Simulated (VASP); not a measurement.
# TaN (Pm) in VASP: single point with LDA

Aim: the single point of TaN with LDA.

Everything below comes from runs of VASP 6.6.1. Logs are shortened: lines on timing, memory, paths and dates and some standing lists are left out, and cuts for length are marked.

### Step 1. The cell of the first run

The structure is monoclinic, space group Pm (No. 6). The conventional cell has a = 2.907 Å, b = 2.851 Å, c = 10.513 Å, α = 90.00°, β = 95.29°, γ = 90.00°. Ta (site symmetry m) has 6 N at 2.20 to 2.70 Å and 7 Ta at 2.85 to 2.96 Å within 3.0 Å. Within 3.0 Å of Ta (site symmetry m) lie 6 N at 2.20 Å and 7 Ta at 2.85 to 2.96 Å. Ta (site symmetry m) has 6 N at 2.20 Å and 8 Ta at 2.85 to 2.91 Å within 3.0 Å. Ta (site symmetry m) has 6 N at 2.20 Å and 8 Ta at 2.85 to 2.91 Å within 3.0 Å. N (site symmetry m) has 6 Ta at 2.20 Å and 7 N at 2.85 to 2.96 Å within 3.0 Å. Within 3.0 Å of N (site symmetry m) lie 6 Ta at 2.20 to 2.70 Å and 7 N at 2.85 to 2.96 Å. Within 3.0 Å of N (site symmetry m) lie 6 Ta at 2.20 Å and 8 N at 2.85 to 2.91 Å. Within 3.0 Å of N (site symmetry m) lie 6 Ta at 2.20 Å and 8 N at 2.85 to 2.91 Å.

### Step 2. Single point, LDA (the part above a cut slid along it)

File INCAR:

```
PREC = Accurate
ENCUT = 520
EDIFF = 1E-6
ISMEAR = 0
SIGMA = 0.15
LREAL = F
LASPH = T
NELM = 80
ALGO = Normal
ISIF = 2
LWAVE = F
LCHARG = T
GGA = CA
LELF = T
LVHAR = T
NBANDS = 42
```

File KPOINTS:

```
regular mesh
0
Gamma
  15 15 5
```

File POSCAR:

```
TaN
1.0
    1.4532781440     -2.5171515829      0.0000000000
    0.0000000000      0.0000000000     -2.8514389807
    9.5505050734      4.3952526381      0.0000000000
Ta N
4 4
Direct
    0.2061142199      0.5000000000      0.8816573402
   -0.0534381500      0.5000000000      0.1603144499
    0.3664126400      0.5000000000      0.4007620800
   -0.2137365700      0.5000000000      0.6412097101
   -0.2671693767      0.0000000000      0.8015081302
    0.4732782534      0.0000000000      0.0801652399
   -0.1068709567      0.0000000000      0.3206128700
    0.3129798333      0.0000000000      0.5610605001
```

Potentials or basis: VASP PAW LDA potentials, release 64 (Ta_pv, N).

Launch:

```console
> cat potpaw_LDA.64/Ta_pv/POTCAR potpaw_LDA.64/N/POTCAR > POTCAR
> mpirun -np 1 vasp_std > vasp.out
```

OUTCAR:

```text
PREC = Accurate
   ENCUT = 520
   EDIFF = 1E-6
   ISMEAR = 0
   LREAL = F
   LASPH = T
   NELM = 80
   ISIF = 2
   GGA = CA

 ion  position               nearest neighbor table
   1  0.206  0.500  0.882-   5 2.20   5 2.20   5 2.20   5 2.20   4 2.91   4 2.91   2 2.96
   2  0.947  0.500  0.160-   6 2.20   6 2.20   6 2.20   6 2.20   7 2.20   7 2.20   3 2.91   3 2.91
                             1 2.96
   3  0.366  0.500  0.401-   7 2.20   7 2.20   7 2.20   7 2.20   8 2.20   8 2.20   2 2.91   4 2.91
                             4 2.91   2 2.91
   4  0.786  0.500  0.641-   8 2.20   8 2.20   8 2.20   8 2.20   5 2.20   5 2.20   1 2.91   3 2.91
                             3 2.91   1 2.91
   5  0.733  0.000  0.802-   1 2.20   1 2.20   1 2.20   1 2.20   4 2.20   4 2.20
   6  0.473  0.000  0.080-   2 2.20   2 2.20   2 2.20   2 2.20
   7  0.893  0.000  0.321-   3 2.20   3 2.20   3 2.20   3 2.20   2 2.20   2 2.20
   8  0.313  0.000  0.561-   4 2.20   4 2.20   4 2.20   4 2.20   3 2.20   3 2.20

  LATTYP: Found a simple monoclinic cell.
 ALAT       =     2.9065562880
 B/A-ratio  =     0.9810369035
 C/A-ratio  =     3.6171133545
 COS(beta)  =    -0.0921545168

  Lattice vectors:

 A1 = (   1.4532781440,  -2.5171515829,   0.0000000000)
 A2 = (   0.0000000000,   0.0000000000,   2.8514389807)
 A3 = (  -9.5505050734,  -4.3952526381,   0.0000000000)

Analysis of symmetry for initial positions (statically):
=====================================================================
 Subroutine PRICEL returns:
 Original cell was already a primitive cell.

 Routine SETGRP: Setting up the symmetry group for a
 simple monoclinic supercell.

 Subroutine GETGRP returns: Found  2 space group operations
 (whereof  2 operations were pure point group operations)
 out of a pool of  4 trial point group operations.

The static configuration has the point symmetry C_1h.

Analysis of symmetry for dynamics (positions and initial velocities):
=====================================================================
 Subroutine PRICEL returns:
 Original cell was already a primitive cell.

 Routine SETGRP: Setting up the symmetry group for a
 simple monoclinic supercell.

 Subroutine GETGRP returns: Found  2 space group operations
 (whereof  2 operations were pure point group operations)
 out of a pool of  4 trial point group operations.

The dynamic configuration has the point symmetry C_1h.

 Subroutine INISYM returns: Found  2 space group operations
 (whereof  2 operations are pure point group operations),
[... 114 lines left out ...]
   ISIF   =      2    stress and relaxation
   ISYM   =      2    0-nonsym 1-usesym 2-fastsym
   POTIM  = 0.5000    time-step for ionic-motion
   TEBEG  =    0.0;   TEEND  =   0.0 temperature during run
   PSTRESS=    0.0 pullay stress
   NELECT =      64.0000    total number of electrons
   NUPDOWN=      -1.0000    fix difference up-down
   EMIN   =  10.00;   EMAX   =-10.00  energy-range for DOS
   EFERMI =   0.00;   METHOD = LEGACY
   ISMEAR =     0;   SIGMA  =   0.15  broadening in eV -4-tet -1-fermi 0-gaus
   EFERMI_NEDOS =   21; number of points for ismear=-14 and -15
   IALGO  =     38    algorithm
   IMIX   =      4    mixing-type and parameters
     AMIX     =   0.40;   BMIX     =  1.00
     AMIX_MAG =   1.60;   BMIX_MAG =  1.00
  volume/ion in A,a.u.               =      10.85        73.19
  Fermi-wavevector in a.u.,A,eV,Ry     =   1.479191  2.795266 29.769630  2.188006
  Thomas-Fermi vector in A             =   2.593379
   LORBIT       =      0    0 simple, 1 ext, 2 COOP (PROOUT), +10 PAW based schemes
   GGA     = CA    functional components
   LHFCALC =     F    Hartree Fock is set to
   AEXX    =    0.0000 exact exchange contribution
   IVDW    =     0    specifies the selected vdW correction
   LEPSILON=     F    determine dielectric tensor
   LRPA    =     F    only Hartree local field effects (RPA)
 non-spin polarized calculation
 Gauss-broadening in eV      SIGMA  =   0.15
  energy-cutoff  :      520.00
  volume of cell :       86.76
 maximum number of plane-waves:      2362
 NGX is ok and might be reduce to    24
   NGX = 11   NGY = 11   NGZ = 39

 number of electron      63.9999995 magnetization

 Free energy of the ion-electron system (eV)
  ---------------------------------------------------
  ext. energy  EPLUGINS =         0.00000000
  ---------------------------------------------------
  free energy    TOTEN  =       -96.75132089 eV

  energy without entropy =      -96.73437773  energy(sigma->0) =      -96.74284931

 E-fermi :   8.3020     XC(G=0): -13.5264

 val. band max:        8.2984067315   @ k =   0.2000   0.4000   0.0000
 cond. band min:       8.3025468980   @ k =  -0.1333   0.3333   0.4000
 fundamental gap:      0.0041401664
 Fermi energy:         8.3019562637

 k-point     1 :       0.0000    0.0000    0.0000
  band No.  band energies     occupation
      1     -27.4145      2.00000
      2     -26.9399      2.00000
      3     -26.8247      2.00000
      4     -26.7050      2.00000
      5     -26.6347      2.00000
      6     -26.5277      2.00000
[... 1069 lines left out ...]
     41      12.1881      0.00000
     42      12.6920      0.00000

 [... further k-points ...]

------------------------ aborting loop because EDIFF is reached ----------------------------------------

  FORCE on cell =-STRESS in cart. coord.  units (eV):
  Direction    XX          YY          ZZ          XY          YZ          ZX
  --------------------------------------------------------------------------------------
  -------------------------------------------------------------------------------------
  Total       -5.9621719     -0.4561307     -2.1255625      2.3448153      0.0000000      0.0000000
  in kB     -110.0990032     -8.4230269    -39.2511855     43.2999631      0.0000000      0.0000000
  external PRESSURE =     -52.5910719 kB  Pullay stress =       0.0000000 kB

 VOLUME and BASIS-vectors are now :
 -----------------------------------------------------------------------------
  energy-cutoff  :      520.00
  volume of cell :       86.76
      direct lattice vectors                 reciprocal lattice vectors
     1.453278144 -2.517151583  0.000000000     0.144449564 -0.313876451  0.000000000
     0.000000000  0.000000000 -2.851438981     0.000000000  0.000000000 -0.350700123
     9.550505073  4.395252638  0.000000000     0.082725950  0.047761849  0.000000000

 POSITION                                       TOTAL-FORCE (eV/Angst)
 -----------------------------------------------------------------------------------
      8.71981      3.35629     -1.42572         1.780100     -0.839506      0.000000
      2.90670     -1.67802     -1.42572        -1.363754     -0.274483      0.000000
      4.35998      0.83913     -1.42572        -0.076248     -0.042023      0.000000
      7.26654      0.83913     -1.42572         0.083362      0.181160      0.000000
      8.71981      1.67818      0.00000         0.168068     -0.150078      0.000000
      1.45342     -0.83897      0.00000        -0.602771      1.134682      0.000000
      4.35998     -0.83897      0.00000        -0.020100     -0.046648      0.000000
      5.81326      1.67818      0.00000         0.031342      0.036897      0.000000
 -----------------------------------------------------------------------------------
    total drift:                               -0.000861     -0.000328      0.000000

  FREE ENERGIE OF THE ION-ELECTRON SYSTEM (eV)
  ---------------------------------------------------
  free  energy   TOTEN  =       -96.7513208950 eV

  energy  without entropy=      -96.7343777254  energy(sigma->0) =      -96.74284931
```

OSZICAR:

```text
N       E                     dE             d eps       ncg     rms          rms(c)
DAV:   1     0.620468949377E+03    0.62047E+03   -0.35006E+04 25544   0.162E+03
DAV:   2    -0.611625305461E+02   -0.68163E+03   -0.65102E+03 28436   0.474E+02
DAV:   3    -0.106035206828E+03   -0.44873E+02   -0.43865E+02 30862   0.114E+02
DAV:   4    -0.107148425423E+03   -0.11132E+01   -0.11019E+01 32222   0.168E+01
DAV:   5    -0.107176945175E+03   -0.28520E-01   -0.28466E-01 32448   0.209E+00    0.474E+01
DAV:   6    -0.974162419178E+02    0.97607E+01   -0.57311E+01 30960   0.351E+01    0.220E+01
DAV:   7    -0.969646594027E+02    0.45158E+00   -0.55560E+00 30720   0.119E+01    0.106E+01
DAV:   8    -0.968221846289E+02    0.14247E+00   -0.95010E-01 32384   0.828E+00    0.159E+00
DAV:   9    -0.967534792991E+02    0.68705E-01   -0.25555E-01 32868   0.342E+00    0.473E-01
DAV:  10    -0.967519750188E+02    0.15043E-02   -0.25098E-02 32256   0.903E-01    0.294E-01
DAV:  11    -0.967514093512E+02    0.56567E-03   -0.46305E-03 31766   0.403E-01    0.151E-01
DAV:  12    -0.967513258193E+02    0.83532E-04   -0.39467E-04 33208   0.146E-01    0.362E-02
DAV:  13    -0.967513216712E+02    0.41481E-05   -0.67611E-05 31854   0.631E-02    0.159E-02
DAV:  14    -0.967513211897E+02    0.48144E-06   -0.11380E-05 31912   0.252E-02    0.748E-03
DAV:  15    -0.967513208950E+02    0.29473E-06   -0.23805E-06 25050   0.102E-02
   1 F= -.96751321E+02 E0= -.96742849E+02  d E =-.169432E-01
```

stdout:

```text
POSCAR found type information on POSCAR TaN
 POSCAR found :  2 types and       8 ions
 scaLAPACK will be used
 LDA part: xc-table for (Slater(with rela. corr.)+CA(PZ))
 , standard interpolation
 POSCAR, INCAR and KPOINTS ok, starting setup
 FFT: planning ... GRIDC
 FFT: planning ... GRID_SOFT
 FFT: planning ... GRID
 WAVECAR not read
 entering main loop
```

It took 9.2 min on 1 thread of Intel Xeon 6975P-C (Granite Rapids), shared host; peak memory 0.79 GiB.

What came out:

| Property | Result |
| --- | --- |
| Free energy | -96.7513 eV |
| Pressure | -5.3 GPa |
| Largest force | 1.968 eV/Å |
| Band gap on the k mesh | zero (bands 32 and 33 overlap by 0.91 eV) |

Forces in eV/Å, atoms in the order of the input:
```
Ta   1.780 -0.840  0.000
Ta  -1.364 -0.274  0.000
Ta  -0.076 -0.042  0.000
Ta   0.083  0.181  0.000
N    0.168 -0.150  0.000
N   -0.603  1.135  0.000
N   -0.020 -0.047  0.000
N    0.031  0.037  0.000
```

Stress tensor (GPa, compression positive):
```
-11.01   4.33   0.00
  4.33  -0.84   0.00
  0.00   0.00  -3.93
```

Levels at points of the mesh, in eV from the Fermi level:
| k point | band 30 | band 31 | band 32 | band 33 | band 34 | band 35 |
| --- | --- | --- | --- | --- | --- | --- |
| (0.00, 0.00, 0.00) | -3.39 | -2.88 | -2.61 | 0.93 | 1.80 | 2.56 |

Caveat: the cell differs from its parent crystal (the part above a cut slid along it); the stress differs along the axes, from -11 to -1 GPa; spin-orbit coupling is left out, which moves the levels of the heavy elements; forces of over 1 eV/Å act on the atoms, so gaps and moduli don't describe the material at rest.
